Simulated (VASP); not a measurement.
Write the native input for VASP 6.6.1 that does the following.

- Task: single point
- Functional: r2SCAN
- Potentials or basis: VASP PAW PBE potentials, release 64 (Ge_d)
- Cutoff: 520 eV
- k mesh: 8 × 8 × 6, shifted
- Occupations: gaussian, width 0.01 eV
- Spin: no spin polarisation
- Dipole correction: no
- Further INCAR settings: ALGO = Normal; EDIFF = 1e-06; NBANDS = 36

The system is Ge.

```
CELL_PARAMETERS angstrom
2.80871 2.80871 0.00000
-2.80871 2.80871 0.00000
0.00000 0.00000 5.71972
ATOMIC_POSITIONS crystal
Ge 0.00000 0.00000 0.00000
Ge 0.00000 0.50000 0.75000
Ge 0.50000 0.00000 0.25000
Ge 0.50000 0.50000 0.50000
```

The input as run:

POSCAR

```
Ge
1.0
    2.8087104941      2.8087104941      0.0000000000
   -2.8087104941      2.8087104941      0.0000000000
    0.0000000000      0.0000000000      5.7197155429
Ge
4
Direct
    0.0000000000      0.0000000000      0.0000000000
    0.0000000000      0.5000000000      0.7500000000
    0.5000000000      0.0000000000      0.2500000000
    0.5000000000      0.5000000000      0.5000000000
```

INCAR.step1

```
PREC = Accurate
ENCUT = 520
ISMEAR = 0
SIGMA = 0.01
LREAL = F
LASPH = T
NELM = 60
NBANDS = 36
GGA = PE
ALGO = Normal
EDIFF = 1E-4
LWAVE = T
LCHARG = F
```

INCAR.step2

```
PREC = Accurate
ENCUT = 520
EDIFF = 1E-6
ISMEAR = 0
SIGMA = 0.01
LREAL = F
LASPH = T
NELM = 60
ALGO = Normal
ISIF = 2
LWAVE = F
LCHARG = F
METAGGA = R2SCAN
LMIXTAU = T
NBANDS = 36
ISTART = 1
```

KPOINTS

```
Automatic mesh
0
Gamma
  8 8 6
  0.5 0.5 0.5
```

Potentials or basis: VASP PAW PBE potentials, release 64 (Ge_d).

Run with:

```sh
$ cat potpaw_PBE.64/Ge_d/POTCAR > POTCAR
$ cp INCAR.step1 INCAR
$ mpirun -np 1 vasp_std > vasp.out
$ cp INCAR.step2 INCAR
$ mpirun -np 1 vasp_std > vasp.out
```

Results of the run:

The pressure is 1.0 GPa and the band gap on the k mesh is 1.04 eV.

Caveat: the PAW data sets were made with another functional, which shifts forces and pressure a little; a shifted mesh leaves out Γ, where band edges can lie.

It took 4.3 min on 1 thread of Intel(R) Xeon(R) Platinum 8124M CPU @ 3.00GHz (Skylake/Cascade Lake) (shared host), peak memory 0.24 GiB.
